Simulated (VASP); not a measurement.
# B in VASP: further runs

Runs on B. Level: PBE. Tasks: relaxation of cell and atoms, single point.

All numbers are computed with VASP 6.6.1; they aren't measurements. Logs are shortened: lines on timing, memory, paths and dates and some standing lists are left out, and cuts for length are marked.

### 1 The cell of the first run

Symmetry: Pmmn, No. 59, orthorhombic system. Conventional cell: a = 1.852 Å, b = 2.939 Å, c = 3.111 Å, α = 90.00°, β = 90.00°, γ = 90.00°. B (site symmetry mm2) has 6 B at 1.76 to 1.85 Å within 2.3 Å.

### 2 Relaxation of cell and atoms, PBE

Input file INCAR:

```
PREC     = Accurate       # precision mode
ENCUT    = 600            # plane-wave cutoff, eV
EDIFF    = 1E-6           # SCF threshold, eV
ISMEAR   = 0              # smearing method
SIGMA    = 0.1            # smearing width, eV
LREAL    = False          # projectors in reciprocal space
LASPH    = True           # aspherical terms in the spheres
NELM     = 100            # most SCF steps
ALGO     = Normal         # electronic algorithm
ISIF     = 3              # what is computed and relaxed
LWAVE    = False          # write WAVECAR
LCHARG   = False          # write CHGCAR
GGA      = PE             # functional
IBRION   = 2              # ionic algorithm
NSW      = 90             # ionic steps
EDIFFG   = -0.04          # ionic threshold
```

Input file KPOINTS:

```
Automatic mesh
0
Gamma
  10 6 6
```

Input file POSCAR:

```
B
1.0
    1.8518601900      0.0000000000      0.0000000000
    0.0000000000      2.9388209000      0.0000000000
    0.0000000000      0.0000000000      3.1112576600
B
2
Direct
    0.0000000000      0.0000000000      0.5498235800
    0.5000000000      0.5000000000      0.4501764200
```

Potentials or basis: VASP PAW PBE potentials, release 64 (B).

Started as:

```bash
$ cat potpaw_PBE.64/B/POTCAR > POTCAR
$ mpirun -np 1 vasp_std > vasp.out
```

OUTCAR:

```text
PREC = Accurate
   ENCUT = 600
   EDIFF = 1E-6
   ISMEAR = 0
   LREAL = False
   LASPH = True
   NELM = 100
   ISIF = 3
   GGA = PE
   IBRION = 2
   NSW = 90
   EDIFFG = -0.04

 ion  position               nearest neighbor table
   1  0.000  0.000  0.550-   2 1.76   2 1.76   2 1.76   2 1.76
   2  0.500  0.500  0.450-   1 1.76   1 1.76   1 1.76   1 1.76

  LATTYP: Found a simple orthorhombic cell.
 ALAT       =     1.8518601900
 B/A-ratio  =     1.5869561406
 C/A-ratio  =     1.6800715717

  Lattice vectors:

 A1 = (   1.8518601900,   0.0000000000,   0.0000000000)
 A2 = (   0.0000000000,   2.9388209000,   0.0000000000)
 A3 = (   0.0000000000,   0.0000000000,   3.1112576600)

Analysis of symmetry for initial positions (statically):
=====================================================================
 Subroutine PRICEL returns:
 Original cell was already a primitive cell.

 Routine SETGRP: Setting up the symmetry group for a
 simple orthorhombic supercell.

 Subroutine GETGRP returns: Found  8 space group operations
 (whereof  4 operations were pure point group operations)
 out of a pool of  8 trial point group operations.

The static configuration has the point symmetry C_2v.
 The point group associated with its full space group is D_2h.

Analysis of symmetry for dynamics (positions and initial velocities):
=====================================================================
 Subroutine PRICEL returns:
 Original cell was already a primitive cell.

 Routine SETGRP: Setting up the symmetry group for a
 simple orthorhombic supercell.

 Subroutine GETGRP returns: Found  8 space group operations
 (whereof  4 operations were pure point group operations)
 out of a pool of  8 trial point group operations.

The dynamic configuration has the point symmetry C_2v.
 The point group associated with its full space group is D_2h.

 Subroutine INISYM returns: Found  8 space group operations
 (whereof  4 operations are pure point group operations),
 and found     1 'primitive' translations

----------------------------------------------------------------------------------------

                                     Primitive cell

  volume of cell :      16.9324

  direct lattice vectors                    reciprocal lattice vectors
     1.851860190  0.000000000  0.000000000     0.539997569  0.000000000  0.000000000
     0.000000000  2.938820900  0.000000000     0.000000000  0.340272522  0.000000000
     0.000000000  0.000000000  3.111257660     0.000000000  0.000000000  0.321413431

  length of vectors
     1.851860190  2.938820900  3.111257660     0.539997569  0.340272522  0.321413431

  position of ions in fractional coordinates (direct lattice)
     0.000000000  0.000000000  0.549823580
     0.500000000  0.500000000  0.450176420

  ion indices of the primitive-cell ions
   primitive index   ion index
                 1           1
                 2           2

----------------------------------------------------------------------------------------

 KPOINTS: Automatic mesh

Automatic generation of k-mesh.
 Grid dimensions read from file:
 generate k-points for:   10    6    6

 Generating k-lattice:

  Cartesian coordinates                     Fractional coordinates (reciprocal lattice)
     0.053999757  0.000000000  0.000000000     0.100000000  0.000000000  0.000000000
     0.000000000  0.056712087  0.000000000     0.000000000  0.166666667  0.000000000
     0.000000000  0.000000000  0.053568905     0.000000000  0.000000000  0.166666667

  Length of vectors
     0.053999757  0.056712087  0.053568905

  Shift w.r.t. Gamma in fractional coordinates (k-lattice)
     0.000000000  0.000000000  0.000000000

 Subroutine IBZKPT returns following result:
 ===========================================

 Found     96 irreducible k-points:

 Following reciprocal coordinates:
            Coordinates               Weight
  0.000000  0.000000  0.000000      1.000000
  0.100000  0.000000  0.000000      2.000000
  0.200000  0.000000  0.000000      2.000000
  0.300000  0.000000  0.000000      2.000000
  0.400000  0.000000  0.000000      2.000000
  0.500000  0.000000  0.000000      1.000000
[... 16 lines left out ...]
  0.400000  0.500000  0.000000      2.000000
  0.500000  0.500000  0.000000      1.000000
 [... further k-points ...]
   k-points           NKPTS =     96   k-points in BZ     NKDIM =     96   number of bands    NBANDS=      7
   number of dos      NEDOS =    301   number of ions     NIONS =      2
   total plane-waves  NPLWV =  10752
   dimension x,y,z NGX =    16 NGY =   24 NGZ =   28
   dimension x,y,z NGXF=    32 NGYF=   48 NGZF=   56
   ions per type =               2
   NGX,Y,Z   is equivalent  to a cutoff of  14.36, 13.58, 14.96 a.u.
   NGXF,Y,Z  is equivalent  to a cutoff of  28.73, 27.15, 29.92 a.u.
 SYSTEM =  unknown system
   PREC   = accura    normal or accurate (medium, high low for compatibility)
   ISTART =      0    job   : 0-new  1-cont  2-samecut
   ICHARG =      2    charge: 1-file 2-atom 10-const
   ISPIN  =      1    spin polarized calculation?
   LNONCOLLINEAR =      F non collinear calculations
   LSORBIT =      F    spin-orbit coupling
   LASPH  =      T    aspherical Exc in radial PAW
   ENCUT  =  600.0 eV  44.10 Ry    6.64 a.u.   3.70  5.87  6.21*2*pi/ulx,y,z
   NELM   =    100;   NELMIN=  2; NELMDL= -5     # of ELM steps
   EDIFF  = 0.1E-05   stopping-criterion for ELM
   LREAL  =      F    real-space projection
   EDIFFG = -.4E-01   stopping-criterion for IOM
   NSW    =     90    number of steps for IOM
   IBRION =      2    ionic relax: 0-MD 1-quasi-New 2-CG
   NFREE  =      1    steps in history (QN), initial steepest desc. (CG)
   ISIF   =      3    stress and relaxation
   ISYM   =      2    0-nonsym 1-usesym 2-fastsym
   POTIM  = 0.5000    time-step for ionic-motion
   TEBEG  =    0.0;   TEEND  =   0.0 temperature during run
   PSTRESS=    0.0 pullay stress
   NELECT =       6.0000    total number of electrons
   NUPDOWN=      -1.0000    fix difference up-down
   EMIN   =  10.00;   EMAX   =-10.00  energy-range for DOS
   EFERMI =   0.00;   METHOD = LEGACY
   ISMEAR =     0;   SIGMA  =   0.10  broadening in eV -4-tet -1-fermi 0-gaus
   EFERMI_NEDOS =   21; number of points for ismear=-14 and -15
   IALGO  =     38    algorithm
   IMIX   =      4    mixing-type and parameters
     AMIX     =   0.40;   BMIX     =  1.00
     AMIX_MAG =   1.60;   BMIX_MAG =  1.00
  volume/ion in A,a.u.               =       8.47        57.13
  Fermi-wavevector in a.u.,A,eV,Ry     =   1.158474  2.189198 18.259850  1.342061
  Thomas-Fermi vector in A             =   2.295075
   LORBIT       =      0    0 simple, 1 ext, 2 COOP (PROOUT), +10 PAW based schemes
   GGA     = PE    functional components
   LHFCALC =     F    Hartree Fock is set to
   AEXX    =    0.0000 exact exchange contribution
   IVDW    =     0    specifies the selected vdW correction
   LEPSILON=     F    determine dielectric tensor
   LRPA    =     F    only Hartree local field effects (RPA)
 conjugate gradient relaxation of ions
 non-spin polarized calculation
 Gauss-broadening in eV      SIGMA  =   0.10
  energy-cutoff  :      600.00
  volume of cell :       16.93
 maximum number of plane-waves:       580
 NGX is ok and might be reduce to    16
   NGX =  7   NGY = 11   NGZ = 13

--------------------------------------- Ionic step        1  -------------------------------------------

 number of electron       6.0000000 magnetization

 Free energy of the ion-electron system (eV)
  ---------------------------------------------------
  ext. energy  EPLUGINS =         0.00000000
  ---------------------------------------------------
  free energy    TOTEN  =       -11.76255733 eV

  energy without entropy =      -11.75838031  energy(sigma->0) =      -11.76046882

------------------------ aborting loop because EDIFF is reached ----------------------------------------

  FORCE on cell =-STRESS in cart. coord.  units (eV):
  Direction    XX          YY          ZZ          XY          YZ          ZX
  --------------------------------------------------------------------------------------
  -------------------------------------------------------------------------------------
  Total       -4.7041280     -1.0808698      0.6523016      0.0000000      0.0000000      0.0000000
  in kB     -445.1151897   -102.2743355     61.7222466      0.0000000      0.0000000      0.0000000
  external PRESSURE =    -161.8890929 kB  Pullay stress =       0.0000000 kB
[... 89 lines left out ...]
  FREE ENERGIE OF THE ION-ELECTRON SYSTEM (eV)
  ---------------------------------------------------
  free  energy   TOTEN  =       -11.9963800571 eV

  energy  without entropy=      -11.9951096453  energy(sigma->0) =      -11.99574485

[... ionic steps 4 to 13 ...]

--------------------------------------- Ionic step       14  -------------------------------------------

 number of electron       6.0000000 magnetization

------------------------ aborting loop because EDIFF is reached ----------------------------------------

  FORCE on cell =-STRESS in cart. coord.  units (eV):
  Direction    XX          YY          ZZ          XY          YZ          ZX
  --------------------------------------------------------------------------------------
  -------------------------------------------------------------------------------------
  Total       -0.3429715      0.0231338     -0.1208013      0.0000000      0.0000000      0.0000000
  in kB      -30.3466058      2.0469108    -10.6886698      0.0000000      0.0000000      0.0000000
  external PRESSURE =     -12.9961216 kB  Pullay stress =       0.0000000 kB
[... 57 lines left out ...]
  energy  without entropy=      -12.4541115586  energy(sigma->0) =      -12.45622668

--------------------------------------- Ionic step       16  -------------------------------------------

 number of electron       6.0000000 magnetization

 Free energy of the ion-electron system (eV)
  ---------------------------------------------------
  ext. energy  EPLUGINS =         0.00000000
  ---------------------------------------------------
  free energy    TOTEN  =       -12.45998235 eV

  energy without entropy =      -12.45594017  energy(sigma->0) =      -12.45796126

 E-fermi :   4.5119     XC(G=0): -10.3828

 val. band max:        4.4648234907   @ k =   0.3000   0.5000   0.3333
 cond. band min:       4.5389867979   @ k =   0.0000   0.1667   0.3333
 fundamental gap:      0.0741633072
 Fermi energy:         4.5119215942

 k-point     1 :       0.0000    0.0000    0.0000
  band No.  band energies     occupation
      1     -11.6620      2.00000
      2      -1.3057      2.00000
      3      -0.9108      2.00000
      4       2.1275      2.00000
      5       7.4044      0.00000
      6      12.9158      0.00000
      7      16.0444      0.00000
[... 221 lines left out ...]
 k-point    24 :       0.5000    0.5000    0.0000
  band No.  band energies     occupation
      1      -1.7363      2.00000
      2      -1.7363      2.00000
      3       7.8461      0.00000
      4       7.8461      0.00000
      5      12.9964      0.00000
      6      12.9964      0.00000
      7      13.4005      0.00000

 [... further k-points ...]

------------------------ aborting loop because EDIFF is reached ----------------------------------------

  FORCE on cell =-STRESS in cart. coord.  units (eV):
  Direction    XX          YY          ZZ          XY          YZ          ZX
  --------------------------------------------------------------------------------------
  -------------------------------------------------------------------------------------
  Total        0.0263364      0.0622779     -0.0673674      0.0000000      0.0000000      0.0000000
  in kB        2.3428841      5.5402332     -5.9929967      0.0000000      0.0000000      0.0000000
  external PRESSURE =       0.6300402 kB  Pullay stress =       0.0000000 kB
[... 17 lines left out ...]
  FREE ENERGIE OF THE ION-ELECTRON SYSTEM (eV)
  ---------------------------------------------------
  free  energy   TOTEN  =       -12.4599823540 eV

  energy  without entropy=      -12.4559401658  energy(sigma->0) =      -12.45796126

 reached required accuracy - stopping structural energy minimisation
```

Run time: 30 s. Hardware: 1 thread of Intel Xeon 6975P-C (Granite Rapids), shared host; peak memory 0.12 GiB.

Results:

* Free energy: -12.4600 eV
* Relaxed volume: 9.01 Å³/atom
* Relaxed cell: a = 1.626 Å, b = 2.868 Å, c = 3.862 Å, α = 90.00°, β = 90.00°, γ = 90.00°
* Space group after relaxing (to 0.05 Å): Pmmn (No. 59)
* Energy gained by relaxing: 348.7 meV/atom
* Ionic steps: 16
* Pressure after relaxing: 0.1 GPa
* Band gap on the k mesh: zero (band 3 reaches 11.01 eV, above the bottom of band 4 at -0.06 eV)

Step by step:
```tsv
step	energy change (eV)	largest force (eV/Å)	pressure (GPa)	volume (Å³)
1	0.0000	0.1556	-16.19	16.93
2	-0.1552	0.6782	24.46	14.85
3	-0.2338	0.3659	7.03	15.51
4	-0.2339	0.3585	5.96	15.56
5	-0.2602	0.3947	1.51	16.00
6	-0.2614	0.4400	0.91	16.07
7	-0.2953	0.5396	0.14	16.34
8	-0.4329	0.9261	-2.93	17.13
9	-0.6565	0.0826	-5.36	18.66
10	-0.6729	0.1318	1.03	18.21
11	-0.6801	0.3916	-1.78	18.41
12	-0.6805	0.3772	-2.21	18.44
13	-0.6966	0.0310	-1.23	18.09
14	-0.6967	0.0498	-1.30	18.11
15	-0.6958	0.0753	2.16	17.87
16	-0.6974	0.0008	0.06	18.01
```

Final structure:
```
CELL_PARAMETERS angstrom
1.62608 0.00000 0.00000
0.00000 2.86760 0.00000
0.00000 0.00000 3.86238
ATOMIC_POSITIONS crystal
B 0.00000 0.00000 0.60889
B 0.50000 0.50000 0.39111
```

Caveat: this functional lacks dispersion, which binds the layers, so the pressure and a relaxed spacing across them are unreliable.

(Continued in part 2 of 2.)
